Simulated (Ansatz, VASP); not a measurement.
**Two plane-wave programs on TiC**

File INCAR:

```
PREC     = Accurate       # precision mode
ENCUT    = 600            # plane-wave cutoff, eV
EDIFF    = 1E-6           # SCF threshold, eV
ISMEAR   = -1             # smearing method
SIGMA    = 0.15           # smearing width, eV
LREAL    = False          # projectors in reciprocal space
LASPH    = True           # aspherical terms in the spheres
NELM     = 120            # most SCF steps
ALGO     = Normal         # electronic algorithm
ISIF     = 2              # what is computed and relaxed
LWAVE    = False          # write WAVECAR
LCHARG   = True           # write CHGCAR
GGA      = PE             # functional
LELF     = True           # ELF
LVHAR    = True         
NBANDS   = 15             # bands
GGA_COMPAT= False
```

The input KPOINTS:

```
Automatic mesh
0
Gamma
  11 11 11
```

POSCAR

```
TiC
1.0
    0.0000000000      2.1593000000      2.1593000000
    2.1593000000      0.0000000000      2.1593000000
    2.1593000000      2.1593000000      0.0000000000
Ti C
1 1
Direct
    0.0000000000      0.0000000000      0.0000000000
    0.5000000000      0.5000000000      0.5000000000
```

Input for Ansatz:

```yaml
crystal:
  lattice:
    - [0.0, 2.1593, 2.1593]
    - [2.1593, 0.0, 2.1593]
    - [2.1593, 2.1593, 0.0]
  atoms:
    - { symbol: Ti, position: [0.0, 0.0, 0.0] }
    - { symbol: C, position: [0.5, 0.5, 0.5] }
basis:
  ecutwfc: 550.0
kpoints:
  mp_grid:
    grid: [11, 11, 11]
hamiltonian:
  xc: pbe
  pseudopotentials:
    kind: paw
scf:
  occupations:
    method: fermi_dirac
    width: 0.15
output:
  stress: true
```

Alike in both runs: task single point; functional PBE; k mesh 11 × 11 × 11; occupations fermi-dirac, width 0.15 eV; no spin polarisation.

|  | VASP | Ansatz |
| --- | --- | --- |
| version | VASP 6.6.1 | Ansatz 0.2.0 |
| potentials or method | VASP PAW PBE potentials, release 64 (Ti_sv, C), cutoff 600 eV | plane waves, PAW |
| valence electrons in the cell | 16 | 16 |

Ansatz gave:

- pressure (GPa): 2.6

Question: Estimate VASP's values.

Answer: Pressure (GPa): 2.7.
